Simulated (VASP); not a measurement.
Al2Ru: single point with PBEsol

Crystal: Al2Ru.

```
Al Ru
1.0
     0.00000    3.98984    4.39153
     2.35247    0.00000    4.39153
     2.35247    3.98984    0.00000
Al Ru
4 2
Direct
  0.07906 0.42094 0.07906
  0.42094 0.07906 0.42094
  0.17094 0.82906 0.17094
  0.82906 0.17094 0.82906
  0.75000 0.75000 0.75000
  0.50000 0.50000 0.50000
```

```json
{
 "Program": "VASP 6.6.1",
 "Task": "single point",
 "Functional": "PBEsol",
 "Potentials or basis": "VASP PAW PBE potentials, release 64 (Al, Ru_pv)",
 "Cutoff": "520 eV",
 "k mesh": "10 × 10 × 10",
 "Occupations": "gaussian, width 0.01 eV",
 "Spin": "no spin polarisation",
 "Dipole correction": "no",
 "Further INCAR settings": "ALGO = Normal; EDIFF = 1e-07; NBANDS = 29"
}
```

| Quantity | Value |
| --- | --- |
| Pressure | -0.4 GPa |
| Largest force | 0.015 eV/Å |
| Band gap on the k mesh | 0.08 eV, indirect (least direct gap 1.22 eV) |

Forces in eV/Å, atoms in the order of the input:
```
Al   0.000 -0.015  0.000
Al   0.000  0.015  0.000
Al   0.000  0.015  0.000
Al   0.000 -0.015  0.000
Ru   0.000  0.000  0.000
Ru   0.000  0.000  0.000
```

Stress tensor (GPa, compression positive):
```
-0.45  0.00  0.00
 0.00 -0.31  0.00
 0.00  0.00 -0.59
```

Levels at points of the mesh, in eV from the valence-band top:
```tsv
k point	band 16	band 17	band 18	band 19	band 20	band 21	band 22	band 23	band 24	band 25
(0.00, 0.00, 0.00)	-2.96	-2.01	-1.25	-1.22	0.00	1.67	2.29	2.35	2.60	2.78
(0.50, 0.00, 0.00)	-2.53	-2.18	-2.11	-1.14	-0.89	0.34	0.72	1.83	3.26	4.22
(0.50, 0.50, 0.00)	-2.34	-1.59	-1.59	-1.35	-1.35	2.25	2.25	2.47	2.47	3.63
(0.50, 0.00, 0.50)	-2.78	-2.29	-2.29	-1.44	-1.44	1.75	1.75	2.41	2.41	3.22
(0.00, 0.50, 0.50)	-2.85	-2.51	-2.51	-1.27	-1.27	0.35	0.35	4.65	4.65	4.82
```

It took 3.8 min on 1 thread of Intel(R) Xeon(R) 6975P-C (Granite Rapids) (shared host), peak memory 0.48 GiB.

Caveat: the PAW data sets were made with another functional, which shifts forces and pressure a little. A k mesh can miss the band edges.
